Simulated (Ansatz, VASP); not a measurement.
## Two plane-wave programs on Al

INCAR

```
PREC = Accurate
ENCUT = 520
EDIFF = 1E-6
ISMEAR = -1
SIGMA = 0.05
LREAL = False
LASPH = True
NELM = 80
ALGO = Normal
ISIF = 2
LWAVE = False
LCHARG = False
GGA = PS
NBANDS = 8
```

Contents of KPOINTS:

```
regular mesh
0
Gamma
  10 10 10
```

POSCAR

```
Al
1.0
   -1.5753065031      1.5753065031      1.5912186900
    1.5753065031     -1.5753065031      1.5912186900
    1.6071308769      1.6071308769     -1.5912186900
Al
1
Direct
    0.0000000000      0.0000000000      0.0000000000
```

The input input.yaml:

```yaml
crystal:
  lattice:
    - [-1.5753065031, 1.5753065031, 1.59121869]
    - [1.5753065031, -1.5753065031, 1.59121869]
    - [1.6071308769, 1.6071308769, -1.59121869]
  atoms:
    - { symbol: Al, position: [0.0, 0.0, 0.0] }
hamiltonian:
  xc: pbesol
  pseudopotentials: { kind: paw }
kpoints:
  mp_grid: { grid: [10, 10, 10] }
  band_path:
    path:
      - [[0.0, 0.0, 0.0], [0.5, -0.5, 0.0], [0.5, -0.5, -0.5], [0.0, 0.0, -0.5], [0.0, 0.0, 0.0], [0.5000750125, 0.5000750125, -0.5000750125], [0.7449989998, -0.2550010002, -0.2449989998], [0.5, -0.5, 0.0]]
      - [[0.5000750125, 0.5000750125, -0.5000750125], [0.2550010002, 0.2550010002, -0.7550010002], [0.0, 0.0, -0.5]]
      - [[0.5, 0.0, -0.5], [0.0, 0.0, 0.0]]
    npoints: 14
scf:
  occupations: { method: fermi_dirac, width: 0.05 }
  n_extra_bands: 6
output:
  forces: true
  stress: true
  eigenvalues: true
  fatbands: false
  write_density: true
  write_potential: true
  elf: true
  volumetric_format: npy
```

Alike in both runs: functional PBEsol; k mesh 10 × 10 × 10; occupations fermi-dirac, width 0.05 eV; no spin polarisation.

|  | VASP | Ansatz |
| --- | --- | --- |
| version | VASP 6.6.1 | Ansatz 0.2.0 |
| potentials or method | VASP PAW PBE potentials, release 64 (Al) | Ansatz PAW |
| plane-wave cutoff (eV) | 520 | 420 |
| valence electrons in the cell | 3 | 3 |
| task | single point | band structure |

|  | VASP | Ansatz | Ansatz less VASP |
| --- | --- | --- | --- |
| gap on the k mesh at the Fermi level (eV) | none | none | - |
| pressure (GPa) | 2.9 | 2.8 | -0.07 |
| traceless stress, the component that is largest in VASP (GPa) | -2.72 | -2.71 | +0.007 |

VASP's potentials were made for PBE, not for PBEsol. A gap of «none» marks a metal or a gap that the smearing closes. With one functional, cell and mesh, what is left measures potentials, basis and numerics.
